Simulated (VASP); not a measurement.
Here is a VASP 6.6.1 calculation.

POSCAR

```
CuS
1.0
    0.0000000000      2.4399030000      2.4399030000
    2.4399030000      0.0000000000      2.4399030000
    2.4399030000      2.4399030000      0.0000000000
Cu S
1 1
Direct
    0.0000000000      0.0000000000      0.0000000000
    0.5000000000      0.5000000000      0.5000000000
```

The input INCAR.step1:

```
SYSTEM = CuS
ALGO = Normal ; EDIFF = 1E-4
ENCUT = 600 ; GGA = PE
ISMEAR = 0 ; LASPH = .True.
LCHARG = .False. ; LREAL = .False.
LWAVE = .True. ; NELM = 80
PREC = Accurate ; SIGMA = 0.1
```

The input INCAR.step2:

```
SYSTEM = CuS
ALGO = Normal ; EDIFF = 1E-6
EDIFFG = -0.005 ; ENCUT = 600
IBRION = 2 ; ISIF = 3
ISMEAR = 0 ; ISTART = 1
LASPH = .True. ; LCHARG = .False.
LMIXTAU = .True. ; LREAL = .False.
LWAVE = .False. ; METAGGA = R2SCAN
NELM = 80 ; NSW = 100
PREC = Accurate ; SIGMA = 0.1
```

KPOINTS

```
k-points
0
Gamma
  14 14 14
  0 0 0
```

Potentials or basis: VASP PAW PBE potentials, release 64 (Cu, S).

Command:

```console
$ cat potpaw_PBE.64/Cu/POTCAR potpaw_PBE.64/S/POTCAR > POTCAR
$ cp INCAR.step1 INCAR
$ mpirun -np 1 vasp_std > vasp.out
$ cp INCAR.step2 INCAR
$ mpirun -np 1 vasp_std > vasp.out
```

Q: Estimate the space group after relaxing (to 0.1 Å).

A: Fm-3m (No. 225).

Q: Predict the relaxed volume.

A: 14.34 Å³/atom.

Final structure:
```
Cu S
1.0
     0.00000    2.42956    2.42956
     2.42956    0.00000    2.42956
     2.42956    2.42956    0.00000
Cu S
1 1
Cartesian
  2.4296 2.4296 0.0000
  2.4296 2.4296 2.4296
```

Caveat: the PAW data sets were made with another functional, which shifts forces and pressure a little.
